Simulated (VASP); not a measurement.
Wanted: the native input for a VASP 6.6.1 run.

```
Task                   : single point
Functional             : PBE
Dispersion             : D3(BJ)
Potentials or basis    : VASP PAW PBE potentials, release 64 (Li_sv)
Cutoff                 : 520 eV
k mesh                 : 18 × 18 × 18
Occupations            : gaussian, width 0.1 eV
Spin                   : no spin polarisation
Dipole correction      : no
Further INCAR settings : ALGO = Fast; EDIFF = 1e-07; NBANDS = 8
```

The structure of Li lies in POSCAR:

```
Li
1.0
    0.0000000000      2.1558991400      2.1558991400
    2.1558991400      0.0000000000      2.1558991400
    2.1558991400      2.1558991400      0.0000000000
Li
1
Direct
    0.0000000000      0.0000000000      0.0000000000
```

This cell differs from its parent crystal: volume scaled by 1.10.

One way to write it, as run:

INCAR

```
PREC = Accurate
ENCUT = 520
EDIFF = 1E-7
ISMEAR = 0
SIGMA = 0.1
LREAL = False
LASPH = True
NELM = 100
ALGO = Fast
ISIF = 2
LWAVE = False
LCHARG = False
GGA = PE
IVDW = 12
NBANDS = 8
```

KPOINTS

```
regular mesh
0
Gamma
  18 18 18
```

Potentials or basis: VASP PAW PBE potentials, release 64 (Li_sv).

Command:

```sh
$ cat potpaw_PBE.64/Li_sv/POTCAR > POTCAR
$ mpirun -np 1 vasp_std > vasp.out
```

It gave:

The dispersion energy per atom is -0.171 eV.

It took 36 s on 1 thread of AMD EPYC 7R43 64-Core Processor (Zen 3), with other jobs on the host, peak memory 0.12 GiB.
